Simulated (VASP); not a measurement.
# HfC in VASP: notebook

The runs below take HfC through single point, with r2SCAN.

Everything below comes from runs of VASP 6.6.1. Logs are shortened: lines on timing, memory, paths and dates and some standing lists are left out, and cuts for length are marked.

## Step 1: The cell of the first run

The structure is orthorhombic, space group Immm (No. 71). Conventional cell: a = 3.265 Å, b = 3.298 Å, c = 4.641 Å, α = 90.00°, β = 90.00°, γ = 90.00°. Hf (site symmetry mmm) has 6 C at 2.32 Å within 3.1 Å. C (site symmetry mmm) has 6 Hf at 2.32 Å within 3.1 Å.

## Step 2: Single point, r2SCAN

File POSCAR:

```
HfC
1.0
   -0.0116017146      2.3203429225      2.3203429225
    2.3087412079      0.0000000000      2.3087412079
    2.3203429225      2.3203429225     -0.0116017146
Hf C
1 1
Direct
    0.5000000000      0.5000000000      0.5000000000
    0.0000000000      0.0000000000      0.0000000000
```

File INCAR.step1:

```
  PREC = Accurate
  ENCUT = 520
  ISMEAR = 0
  SIGMA = 0.05
  LREAL = False
  LASPH = True
  NELM = 60
  NBANDS = 14
  GGA = PE
  ALGO = Normal
  EDIFF = 1E-4
  LWAVE = True
  LCHARG = False
```

File INCAR.step2:

```
  PREC = Accurate
  ENCUT = 520
  EDIFF = 1E-7
  ISMEAR = 0
  SIGMA = 0.05
  LREAL = False
  LASPH = True
  NELM = 60
  ALGO = Normal
  ISIF = 2
  LWAVE = False
  LCHARG = False
  METAGGA = R2SCAN
  LMIXTAU = True
  NBANDS = 14
  ISTART = 1
```

File KPOINTS:

```
regular mesh
0
Gamma
  12 12 12
```

Potentials or basis: VASP PAW PBE potentials, release 64 (Hf_pv, C).

Launch:

```sh
> cat potpaw_PBE.64/Hf_pv/POTCAR potpaw_PBE.64/C/POTCAR > POTCAR
> cp INCAR.step1 INCAR
> mpirun -np 1 vasp_std > vasp.out
> cp INCAR.step2 INCAR
> mpirun -np 1 vasp_std > vasp.out
```

OUTCAR:

```text
PREC = Accurate
   ENCUT = 520
   EDIFF = 1E-7
   ISMEAR = 0
   LREAL = False
   LASPH = True
   NELM = 60
   ISIF = 2
   METAGGA = R2SCAN
   ISTART = 1

 ion  position               nearest neighbor table
   1  0.500  0.500  0.500-   2 2.32   2 2.32   2 2.32   2 2.32   2 2.32   2 2.32
   2  0.000  0.000  0.000-   1 2.32   1 2.32   1 2.32   1 2.32   1 2.32   1 2.32

  LATTYP: Found a body centered orthorhombic cell.
 ALAT       =     3.2650531282
 B/A-ratio  =     1.0100502512
 C/A-ratio  =     1.4213201632

  Lattice vectors:

 A1 = (   2.3203429225,  -2.3203429225,  -0.0116017146)
 A2 = (  -2.3203429225,  -2.3203429225,   0.0116017146)
 A3 = (   0.0116017146,   2.3203429225,  -2.3203429225)

Analysis of symmetry for initial positions (statically):
=====================================================================
 Subroutine PRICEL returns:
 Original cell was already a primitive cell.

 Routine SETGRP: Setting up the symmetry group for a
 body centered orthorhombic supercell.

 Subroutine GETGRP returns: Found  8 space group operations
 (whereof  8 operations were pure point group operations)
 out of a pool of  8 trial point group operations.

The static configuration has the point symmetry D_2h.

Analysis of symmetry for dynamics (positions and initial velocities):
=====================================================================
 Subroutine PRICEL returns:
 Original cell was already a primitive cell.

 Routine SETGRP: Setting up the symmetry group for a
 body centered orthorhombic supercell.

 Subroutine GETGRP returns: Found  8 space group operations
 (whereof  8 operations were pure point group operations)
 out of a pool of  8 trial point group operations.

The dynamic configuration has the point symmetry D_2h.

 Subroutine INISYM returns: Found  8 space group operations
 (whereof  8 operations are pure point group operations),
 and found     1 'primitive' translations

----------------------------------------------------------------------------------------

                                     Primitive cell

  volume of cell :      24.9848

  direct lattice vectors                    reciprocal lattice vectors
    -0.011601715  2.320342923  2.320342923    -0.214413324  0.215485390  0.214413324
     2.308741208  0.000000000  2.308741208     0.216568231 -0.215485390  0.216568231
     2.320342923  2.320342923 -0.011601715     0.214413324  0.215485390 -0.214413324

  length of vectors
     3.281480939  3.265053128  3.281480939     0.371994758  0.374483045  0.371994758

  position of ions in fractional coordinates (direct lattice)
     0.500000000  0.500000000  0.500000000
     0.000000000  0.000000000  0.000000000

  ion indices of the primitive-cell ions
   primitive index   ion index
                 1           1
                 2           2

----------------------------------------------------------------------------------------

 KPOINTS: regular mesh

Automatic generation of k-mesh.
 Grid dimensions read from file:
 generate k-points for:   12   12   12

 Generating k-lattice:

  Cartesian coordinates                     Fractional coordinates (reciprocal lattice)
    -0.017867777  0.017957116  0.017867777     0.083333333  0.000000000 -0.000000000
     0.018047353 -0.017957116  0.018047353     0.000000000  0.083333333  0.000000000
     0.017867777  0.017957116 -0.017867777    -0.000000000  0.000000000  0.083333333

  Length of vectors
     0.030999563  0.031206920  0.030999563

  Shift w.r.t. Gamma in fractional coordinates (k-lattice)
     0.000000000  0.000000000  0.000000000

 Subroutine IBZKPT returns following result:
 ===========================================

 Found    280 irreducible k-points:

 Following reciprocal coordinates:
            Coordinates               Weight
  0.000000  0.000000  0.000000      1.000000
  0.083333  0.000000  0.000000      4.000000
  0.166667  0.000000 -0.000000      4.000000
  0.250000  0.000000  0.000000      4.000000
  0.333333  0.000000 -0.000000      4.000000
  0.416667  0.000000 -0.000000      4.000000
[... 16 lines left out ...]
  0.250000  0.166667  0.000000      8.000000
  0.333333  0.166667  0.000000      8.000000
 [... further k-points ...]
   k-points           NKPTS =    280   k-points in BZ     NKDIM =    280   number of bands    NBANDS=     14
   number of dos      NEDOS =    301   number of ions     NIONS =      2
   total plane-waves  NPLWV =  13824
   dimension x,y,z NGX =    24 NGY =   24 NGZ =   24
   dimension x,y,z NGXF=    48 NGYF=   48 NGZF=   48
   ions per type =               1   1
   NGX,Y,Z   is equivalent  to a cutoff of  12.16, 12.22, 12.16 a.u.
   NGXF,Y,Z  is equivalent  to a cutoff of  24.32, 24.44, 24.32 a.u.
 SYSTEM =  unknown system
   PREC   = accura    normal or accurate (medium, high low for compatibility)
   ISTART =      1    job   : 0-new  1-cont  2-samecut
   ICHARG =      0    charge: 1-file 2-atom 10-const
   ISPIN  =      1    spin polarized calculation?
   LNONCOLLINEAR =      F non collinear calculations
   LSORBIT =      F    spin-orbit coupling
   LASPH  =      T    aspherical Exc in radial PAW
   ENCUT  =  520.0 eV  38.22 Ry    6.18 a.u.   6.10  6.07  6.10*2*pi/ulx,y,z
   NELM   =     60;   NELMIN=  2; NELMDL=  0     # of ELM steps
   EDIFF  = 0.1E-06   stopping-criterion for ELM
   LREAL  =      F    real-space projection
   EDIFFG = 0.1E-05   stopping-criterion for IOM
   NSW    =      0    number of steps for IOM
   IBRION =     -1    ionic relax: 0-MD 1-quasi-New 2-CG
   NFREE  =      0    steps in history (QN), initial steepest desc. (CG)
   ISIF   =      2    stress and relaxation
   ISYM   =      2    0-nonsym 1-usesym 2-fastsym
   POTIM  = 0.5000    time-step for ionic-motion
   TEBEG  =    0.0;   TEEND  =   0.0 temperature during run
   PSTRESS=    0.0 pullay stress
   NELECT =      14.0000    total number of electrons
   NUPDOWN=      -1.0000    fix difference up-down
   EMIN   =  10.00;   EMAX   =-10.00  energy-range for DOS
   EFERMI =   0.00;   METHOD = LEGACY
   ISMEAR =     0;   SIGMA  =   0.05  broadening in eV -4-tet -1-fermi 0-gaus
   EFERMI_NEDOS =   21; number of points for ismear=-14 and -15
   IALGO  =     38    algorithm
   IMIX   =      4    mixing-type and parameters
     AMIX     =   0.40;   BMIX     =  1.00
     AMIX_MAG =   1.60;   BMIX_MAG =  1.00
  volume/ion in A,a.u.               =      12.49        84.30
  Fermi-wavevector in a.u.,A,eV,Ry     =   1.349664  2.550495 24.784272  1.821593
  Thomas-Fermi vector in A             =   2.477232
   LORBIT       =      0    0 simple, 1 ext, 2 COOP (PROOUT), +10 PAW based schemes
   METAGGA = R2SCAN    functional components
   LHFCALC =     F    Hartree Fock is set to
   AEXX    =    0.0000 exact exchange contribution
   IVDW    =     0    specifies the selected vdW correction
   LEPSILON=     F    determine dielectric tensor
   LRPA    =     F    only Hartree local field effects (RPA)
 non-spin polarized calculation
 Gauss-broadening in eV      SIGMA  =   0.05
  energy-cutoff  :      520.00
  volume of cell :       24.98
 maximum number of plane-waves:       688
   NGX = 13   NGY = 13   NGZ = 13

 number of electron      14.0000001 magnetization

 Free energy of the ion-electron system (eV)
  ---------------------------------------------------
  ext. energy  EPLUGINS =         0.00000000
  ---------------------------------------------------
  free energy    TOTEN  =       -57.34044356 eV

  energy without entropy =      -57.33997399  energy(sigma->0) =      -57.34020878

 E-fermi :   6.0096     XC(G=0): -13.1365

 val. band max:        5.9972554954   @ k =   0.5000   0.0000   0.4167
 cond. band min:       6.0165891656   @ k =   0.4167   0.0000   0.3333
 fundamental gap:      0.0193336702
 Fermi energy:         6.0095933609

 k-point     1 :       0.0000    0.0000    0.0000
  band No.  band energies     occupation
      1     -24.7846      2.00000
      2     -24.7821      2.00000
      3     -24.7786      2.00000
      4      -7.1262      2.00000
      5       6.9102      0.00000
      6       6.9471      0.00000
      7       6.9865      0.00000
      8       7.5046      0.00000
      9       7.5739      0.00000
     10       7.6503      0.00000
     11       9.5034      0.00000
     12       9.5037      0.00000
     13      13.4807      0.00000
     14      17.7229      0.00000

 k-point     2 :       0.0833    0.0000    0.0000
  band No.  band energies     occupation
      1     -24.8336      2.00000
      2     -24.7872      2.00000
      3     -24.7832      2.00000
      4      -6.9482      2.00000
      5       5.8380      2.00000
      6       6.1432      0.00016
      7       6.2071      0.00000
      8       7.8730      0.00000
      9       7.9565      0.00000
     10       8.1893      0.00000
     11      10.3468      0.00000
     12      10.3538      0.00000
     13      13.8811      0.00000
     14      18.2110      0.00000

 k-point     3 :       0.1667    0.0000   -0.0000
  band No.  band energies     occupation
      1     -24.9671      2.00000
      2     -24.7988      2.00000
      3     -24.7958      2.00000
      4      -6.4395      2.00000
      5       4.3019      2.00000
      6       5.0238      2.00000
      7       5.0932      2.00000
      8       8.4337      0.00000
      9       8.5149      0.00000
     10       8.7350      0.00000
     11      12.0024      0.00000
     12      12.0075      0.00000
     13      14.8253      0.00000
     14      18.7237      0.00000
[... 324 lines left out ...]
 k-point    23 :       0.2500    0.1667    0.0000
  band No.  band energies     occupation
      1     -25.0620      2.00000
      2     -24.8672      2.00000
      3     -24.8621      2.00000
      4      -5.8102      2.00000
      5       2.5648      2.00000
      6       4.8352      2.00000
      7       5.2408      2.00000
      8       6.7510      0.00000
      9      10.1969      0.00000
     10      10.7986      0.00000
     11      11.3776      0.00000
     12      13.2212      0.00000
     13      17.3002      0.00000
     14      18.7237      0.00000

 k-point    24 :       0.3333    0.1667    0.0000
  band No.  band energies     occupation
      1     -25.2029      2.00000
      2     -24.8871      2.00000
      3     -24.8864      2.00000
      4      -5.1766      2.00000
      5       1.8297      2.00000
      6       3.8639      2.00000
      7       4.5221      2.00000
      8       7.4017      0.00000
      9      10.9485      0.00000
     10      11.4084      0.00000
     11      12.8283      0.00000
     12      14.4459      0.00000
     13      17.9150      0.00000
     14      18.7229      0.00000

 [... further k-points ...]

------------------------ aborting loop because EDIFF is reached ----------------------------------------

  FORCE on cell =-STRESS in cart. coord.  units (eV):
  Direction    XX          YY          ZZ          XY          YZ          ZX
  --------------------------------------------------------------------------------------
  -------------------------------------------------------------------------------------
  Total       -0.1610509     -0.1752916     -0.1610509      0.0000000      0.0000000      0.2950908
  in kB      -10.3275673    -11.2407691    -10.3275673      0.0000000      0.0000000     18.9230266
  external PRESSURE =     -10.6319679 kB  Pullay stress =       0.0000000 kB

 VOLUME and BASIS-vectors are now :
 -----------------------------------------------------------------------------
  energy-cutoff  :      520.00
  volume of cell :       24.98
      direct lattice vectors                 reciprocal lattice vectors
    -0.011601715  2.320342923  2.320342923    -0.214413324  0.215485390  0.214413324
     2.308741208  0.000000000  2.308741208     0.216568231 -0.215485390  0.216568231
     2.320342923  2.320342923 -0.011601715     0.214413324  0.215485390 -0.214413324

 POSITION                                       TOTAL-FORCE (eV/Angst)
 -----------------------------------------------------------------------------------
      2.30874      2.32034      2.30874         0.000000      0.000000     -0.000000
      0.00000      0.00000      0.00000        -0.000000      0.000000      0.000000
 -----------------------------------------------------------------------------------
    total drift:                                0.000000     -0.000000      0.000000

  FREE ENERGIE OF THE ION-ELECTRON SYSTEM (eV)
  ---------------------------------------------------
  free  energy   TOTEN  =       -57.3404435623 eV

  energy  without entropy=      -57.3399739902  energy(sigma->0) =      -57.34020878
```

It took 4.2 min on 1 thread of Intel Xeon Platinum 8259CL at 2.50GHz (Skylake/Cascade Lake), shared host; peak memory 0.22 GiB.

What came out:

```
Free energy            : -57.3404 eV
Pressure               : -1.1 GPa
Band gap on the k mesh : zero (bands 7 and 8 overlap by 1.46 eV)
```

Caveat: the PAW data sets were made with another functional, which shifts forces and pressure a little; spin-orbit coupling is left out, which moves the levels of the heavy elements.

## Step 3: Single point, r2SCAN

File POSCAR:

```
HfC
1.0
    0.0000000000      2.3203429225      2.3203429225
    2.3203429225      0.0000000000      2.3203429225
    2.3203429225      2.3203429225      0.0000000000
Hf C
1 1
Direct
    0.5000000000      0.5000000000      0.5000000000
    0.0000000000      0.0000000000      0.0000000000
```

File INCAR.step1:

```
SYSTEM = HfC
ALGO = Normal
EDIFF = 1E-4
ENCUT = 520
GGA = PE
ISMEAR = 0
ISYM = 0
LASPH = .True.
LCHARG = .False.
LREAL = .False.
LWAVE = .True.
NBANDS = 14
NELM = 60
PREC = Accurate
SIGMA = 0.05
```

File INCAR.step2:

```
SYSTEM = HfC
ALGO = Normal
EDIFF = 1E-7
ENCUT = 520
ISIF = 2
ISMEAR = 0
ISTART = 1
ISYM = 0
LASPH = .True.
LCHARG = .False.
LMIXTAU = .True.
LREAL = .False.
LWAVE = .False.
METAGGA = R2SCAN
NBANDS = 14
NELM = 60
PREC = Accurate
SIGMA = 0.05
```

File KPOINTS:

```
k-points
0
Gamma
  12 12 12
  0 0 0
```

Potentials or basis: VASP PAW PBE potentials, release 64 (Hf_pv, C).

Launch:

```sh
> cat potpaw_PBE.64/Hf_pv/POTCAR potpaw_PBE.64/C/POTCAR > POTCAR
> cp INCAR.step1 INCAR
> mpirun -np 1 vasp_std > vasp.out
> cp INCAR.step2 INCAR
> mpirun -np 1 vasp_std > vasp.out
```

It took 11 min on 1 thread of Intel Xeon Platinum 8259CL at 2.50GHz (Skylake/Cascade Lake), shared host; peak memory 0.41 GiB.

Results (log left out):

```yaml
Free_energy: -57.3419 eV
Pressure: -1.1 GPa
Band_gap_on_the_k_mesh: zero (bands 7 and 8 overlap by 1.43 eV)
```

Levels at points of the mesh, in eV from the Fermi level:
| k point | band 5 | band 6 | band 7 | band 8 | band 9 | band 10 |
| --- | --- | --- | --- | --- | --- | --- |
| (0.00, 0.00, 0.00) | 0.93 | 0.93 | 0.93 | 1.56 | 1.56 | 1.56 |
| (0.50, 0.00, 0.00) | -6.42 | -3.24 | -3.24 | 5.61 | 5.61 | 6.16 |
| (0.00, 0.50, 0.00) | -6.42 | -3.24 | -3.24 | 5.61 | 5.61 | 6.16 |
| (0.00, 0.00, 0.50) | -6.42 | -3.24 | -3.24 | 5.61 | 5.61 | 6.16 |
| (0.50, 0.50, 0.50) | -6.42 | -3.24 | -3.24 | 5.61 | 5.61 | 6.16 |
| (0.50, 0.50, 0.00) | -2.88 | -1.71 | -0.25 | -0.25 | 5.43 | 7.04 |
| (0.00, 0.50, 0.50) | -2.88 | -1.71 | -0.25 | -0.25 | 5.43 | 7.04 |
| (0.50, 0.00, 0.50) | -2.88 | -1.71 | -0.25 | -0.25 | 5.43 | 7.04 |

Caveat: the PAW data sets were made with another functional, which shifts forces and pressure a little; spin-orbit coupling is left out, which moves the levels of the heavy elements.

The gap in the log of VASP goes by the Fermi energy; the results here count the filled bands.